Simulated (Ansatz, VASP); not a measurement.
## ZrB2: VASP beside Ansatz

```xyz
3
Lattice="3.1053 0.0000 0.0000 -1.5526 2.6893 0.0000 0.0000 0.0000 3.4609" Properties=species:S:1:pos:R:3 pbc="T T T"
Zr    0.0000    0.0000    0.0000
B     0.0000    1.7928    1.7304
B     1.5526    0.8964    1.7304
```

Alike in both runs: task single point; functional PBEsol; k mesh 10 × 10 × 8; occupations methfessel-paxton of order 1, width 0.15 eV; no spin polarisation.

```csv
,VASP,Ansatz
version,VASP 6.6.1,Ansatz 0.2.0
potentials or method,"VASP PAW PBE potentials, release 64 (Zr_sv, B), cutoff 520 eV","plane waves, PAW"
valence electrons in the cell,18,18
```

```csv
,VASP,Ansatz,Ansatz less VASP
pressure (GPa),12.7,12.3,-0.42
"traceless stress, the component that is largest in VASP (GPa)",-0.86,-0.85,+0.002
```

VASP's potentials were made for PBE, not for PBEsol. With one functional, cell and mesh, what is left measures potentials, basis and numerics. Ansatz's warnings: stress scf threshold loose.
